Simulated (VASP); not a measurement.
A run of VASP 6.6.1 is set up as follows.

INCAR

```
SYSTEM = Pt
PREC     = Accurate       ! precision mode
ENCUT    = 520            ! plane-wave cutoff, eV
EDIFF    = 1E-8           ! SCF threshold, eV
ISMEAR   = -1             ! smearing method
SIGMA    = 0.05           ! smearing width, eV
LREAL    = .False.        ! projectors in reciprocal space
LASPH    = .True.         ! aspherical terms in the spheres
NELM     = 60             ! most SCF steps
ALGO     = Normal         ! electronic algorithm
ISIF     = 2              ! what is computed and relaxed
LWAVE    = .False.        ! write WAVECAR
LCHARG   = .False.        ! write CHGCAR
IBRION   = 8              ! ionic algorithm
NSW      = 1              ! ionic steps
```

KPOINTS

```
Automatic mesh
0
Gamma
  12 12 6
  0 0 0
```

POSCAR

```
Pt
1.0
    2.7606656200      0.0000000000      0.0000000000
   -1.3803328100      2.3908065500      0.0000000000
    0.0000000000      0.0000000000      4.7921340000
Pt
2
Direct
    0.6666666700      0.3333333300      0.7500000000
    0.3333333300      0.6666666700      0.2500000000
```

Potentials or basis: VASP PAW LDA potentials, release 64 (Pt).

Run with:

```bash
$ cat potpaw_LDA.64/Pt/POTCAR > POTCAR
$ mpirun -np 1 vasp_std > vasp.out
```

(1) Estimate the highest phonon frequency at Γ.

(2) What does it give for the most unstable mode?

## Answers

(1) 147 cm⁻¹.

(2) 40i cm⁻¹.

Caveat: the cell wasn't relaxed at this level first, which shifts response properties; some modes are imaginary.
